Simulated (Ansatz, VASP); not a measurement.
# Two plane-wave programs on Al3Ru2

The input POSCAR:

```
Al3Ru2
1.0
   -3.0773144119      0.0000000000      0.0000000000
    0.0000000000     -3.0773144119      0.0000000000
    0.0000000000      0.0000000000     13.9743170207
Al Ru
6 4
Direct
    0.5000000000      0.5000000000      0.1531180464
    1.0000000000      0.0000000000      0.6638520235
    0.5000000000      0.5000000000      0.9765736857
    1.0000000000      1.0000000000      0.4658397085
    0.0000000000      0.0000000000      0.8618643386
    0.5000000000      0.5000000000      0.3511303614
    0.5000000000      0.5000000000      0.7720444085
    1.0000000000      1.0000000000      0.2613104313
    0.5000000000      0.5000000000      0.5556596386
    1.0000000000      1.0000000000      0.0449256614
```

Contents of INCAR.step1:

```
ALGO = Normal
EDIFF = 1E-4
ENCUT = 520
GGA = PE
ISMEAR = 0
LASPH = True
LCHARG = False
LREAL = False
LWAVE = True
NBANDS = 48
NELM = 100
PREC = Accurate
SIGMA = 0.15
```

INCAR.step2

```
ALGO = Normal
EDIFF = 1E-6
ENCUT = 520
ISIF = 2
ISMEAR = 0
ISTART = 1
LASPH = True
LCHARG = False
LMIXTAU = True
LREAL = False
LWAVE = False
METAGGA = R2SCAN
NBANDS = 48
NELM = 100
PREC = Accurate
SIGMA = 0.15
```

KPOINTS

```
k-points
0
Gamma
  15 15 4
```

Input for Ansatz:

```yaml
crystal:
  lattice:
    - [-3.0773144119, 0.0, 0.0]
    - [0.0, -3.0773144119, 0.0]
    - [0.0, 0.0, 13.9743170207]
  atoms:
    - { symbol: Al, position: [0.5, 0.5, 0.1531180464] }
    - { symbol: Al, position: [1.0, 0.0, 0.6638520235] }
    - { symbol: Al, position: [0.5, 0.5, 0.9765736857] }
    - { symbol: Al, position: [1.0, 1.0, 0.4658397085] }
    - { symbol: Al, position: [0.0, 0.0, 0.8618643386] }
    - { symbol: Al, position: [0.5, 0.5, 0.3511303614] }
    - { symbol: Ru, position: [0.5, 0.5, 0.7720444085] }
    - { symbol: Ru, position: [1.0, 1.0, 0.2613104313] }
    - { symbol: Ru, position: [0.5, 0.5, 0.5556596386] }
    - { symbol: Ru, position: [1.0, 1.0, 0.0449256614] }
basis:
  ecutwfc: 500
kpoints:
  mp_grid: { grid: [15, 15, 4] }
hamiltonian:
  xc: r2scan
scf:
  occupations: { method: gaussian, width: 0.15 }
output:
  forces: true
  stress: true
  eigenvalues: true
```

Alike in both runs: task single point; functional r2SCAN; k mesh 15 × 15 × 4; occupations gaussian, width 0.15 eV; no spin polarisation.

|  | VASP | Ansatz |
| --- | --- | --- |
| version | VASP 6.6.1 | Ansatz 0.2.0 |
| potentials or method | VASP PAW PBE potentials, release 64 (Al, Ru_pv), cutoff 520 eV | scalar-relativistic, plane waves, PAW |
| valence electrons in the cell | 74 | 82 |

Ansatz gave:

| Quantity | Value |
| --- | --- |
| gap on the k mesh at the Fermi level (eV) | none |
| pressure (GPa) | 6.5 |
| traceless stress, the component that is largest in VASP (GPa) | 4.72 |
| rms of the force components (eV/Å) | 0.918 |

What did VASP give for the same quantities?

gap on the k mesh at the Fermi level (eV): none; pressure (GPa): 6.7; traceless stress, the component that is largest in VASP (GPa): 4.67; rms of the force components (eV/Å): 0.922.

VASP's potentials were made for PBE, not for r2SCAN. Atom by atom the forces differ by 0.008 eV/Å (rms over components). A gap of «none» marks a metal or a gap that the smearing closes. VASP's potentials hold 74 valence electrons a cell and Ansatz's 82, so a difference there can come from the potentials and not from the codes.
